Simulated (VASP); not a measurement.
**CdS4: relaxation of cell and atoms with PBE**

The system is CdS4.

```
Cd S
1.0
     5.42240    0.00000    0.00000
    -2.71120    4.69594    0.00000
     0.00000    0.00000    4.97924
Cd S
1 4
Direct
  0.00000 0.00000 0.00000
  0.50000 0.00000 0.00000
  0.00000 0.50000 0.00000
  0.50000 0.50000 0.00000
  0.00000 0.00000 0.50000
```

The cell was generated, and may not be a known phase.

| Quantity | Value |
| --- | --- |
| Program | VASP 6.6.1 |
| Task | relaxation of cell and atoms |
| Functional | PBE |
| Potentials or basis | VASP PAW PBE potentials, release 64 (Cd, S) |
| Cutoff | 600 eV |
| k mesh | 6 × 6 × 4 |
| Occupations | gaussian, width 0.1 eV |
| Spin | no spin polarisation |
| Dipole correction | no |
| Further INCAR settings | ALGO = Normal; EDIFF = 1e-07; IBRION = 2; EDIFFG = -0.04; NSW = 90; ISIF = 3 |

The relaxed volume is 25.63 Å³/atom, the relaxed cell is a = 5.435 Å, b = 5.435 Å, c = 5.009 Å, α = 90.00°, β = 90.00°, γ = 120.00° and the space group after relaxing (to 0.1 Å) is P6/mmm (No. 191). The energy gained by relaxing is 0.5 meV/atom and the ionic steps are 2. The pressure after relaxing is 0.0 GPa and the band gap on the k mesh is zero (bands 18 and 19 overlap by 0.41 eV).

Stress tensor (GPa, compression positive):
```
-0.10  0.00  0.00
 0.00 -0.10  0.00
 0.00  0.00  0.19
```

Step by step:
```tsv
step	energy change (eV)	largest force (eV/Å)	pressure (GPa)	volume (Å³)
1	0.0000	0.0000	0.46	126.79
2	-0.0026	0.0000	-0.01	128.14
```

Final structure:
```yaml
crystal:
  lattice:
    - [5.43506, 0.00000, 0.00000]
    - [-2.71753, 4.70690, 0.00000]
    - [0.00000, 0.00000, 5.00889]
  atoms:
    - { symbol: Cd, position: [0.00000, 0.00000, 0.00000] }
    - { symbol: S, position: [0.50000, 0.00000, 0.00000] }
    - { symbol: S, position: [0.00000, 0.50000, 0.00000] }
    - { symbol: S, position: [0.50000, 0.50000, 0.00000] }
    - { symbol: S, position: [0.00000, 0.00000, 0.50000] }
```

Levels at points of the mesh, in eV from the Fermi level:
| k point | band 14 | band 15 | band 16 | band 17 | band 18 | band 19 | band 20 | band 21 | band 22 |
| --- | --- | --- | --- | --- | --- | --- | --- | --- | --- |
| (0.00, 0.00, 0.00) | -1.20 | -0.31 | -0.31 | -0.16 | -0.16 | 0.46 | 1.33 | 2.88 | 2.88 |
| (0.50, 0.00, 0.00) | -1.88 | -1.44 | -0.98 | -0.85 | -0.80 | -0.24 | -0.19 | 2.68 | 4.11 |
| (0.00, 0.00, 0.50) | -2.83 | -0.46 | -0.46 | -0.35 | -0.35 | 1.34 | 2.83 | 2.83 | 4.37 |
| (0.50, 0.00, 0.50) | -1.48 | -1.42 | -1.07 | -0.97 | 0.15 | 0.22 | 0.42 | 2.69 | 5.16 |

Run time: 2.1 min on 1 thread of Intel(R) Xeon(R) 6975P-C (Granite Rapids) (shared host), peak memory 0.33 GiB.

Caveat: semilocal functionals underestimate gaps, and a narrow one can read as zero.
